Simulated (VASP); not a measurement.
Input of a VASP 6.6.1 run:

Contents of INCAR:

```
  ALGO = Normal
  EDIFF = 1E-7
  EDIFFG = -0.01
  ENCUT = 600
  GGA = PE
  GGA_COMPAT = False
  IBRION = 2
  ISIF = 3
  ISMEAR = 0
  LASPH = True
  LCHARG = False
  LMAXMIX = 6
  LREAL = False
  LWAVE = False
  NELM = 200
  NELMIN = 4
  NSW = 100
  PREC = Accurate
  SIGMA = 0.01
```

Contents of KPOINTS:

```
k-points
0
Gamma
  12 12 4
```

Contents of POSCAR:

```
Ho2O
1.0
    3.6587971549      0.0000000000      0.0000000000
   -1.8293985774      3.1686112834      0.0000000000
    0.0000000000      0.0000000000     12.0179894570
Ho O
4 2
Direct
    0.0000000000      0.0000000000      0.4435489606
    0.0000000000      0.0000000000      0.9435489606
    0.3333333333      0.6666666667      0.6857895658
    0.6666666667      0.3333333333      0.1857895658
    0.0000000000      0.0000000000      0.1309267436
    0.0000000000      0.0000000000      0.6309267436
```

Potentials or basis: VASP PAW PBE potentials, release 64 (Ho_3, O), 4f in core.

Run with:

```sh
$ cat potpaw_PBE.64/Ho_3/POTCAR potpaw_PBE.64/O/POTCAR > POTCAR
$ mpirun -np 1 vasp_std > vasp.out
```

(1) Predict the relaxed volume.

(2) Estimate the space group after relaxing (to 0.1 Å).

(3) Predict the relaxed cell.

(4) What does it give for the band gap on the k mesh?

Answers

(1) 23.41 Å³/atom.

(2) P6_3mc (No. 186).

(3) a = 3.652 Å, b = 3.652 Å, c = 12.162 Å, α = 90.00°, β = 90.00°, γ = 120.00°.

(4) 0.11 eV (least direct gap 0.16 eV).

Caveat: spin-orbit coupling is left out, which moves the levels of the heavy elements; the 4f electrons are frozen in the core, so they carry no moment and show no levels.
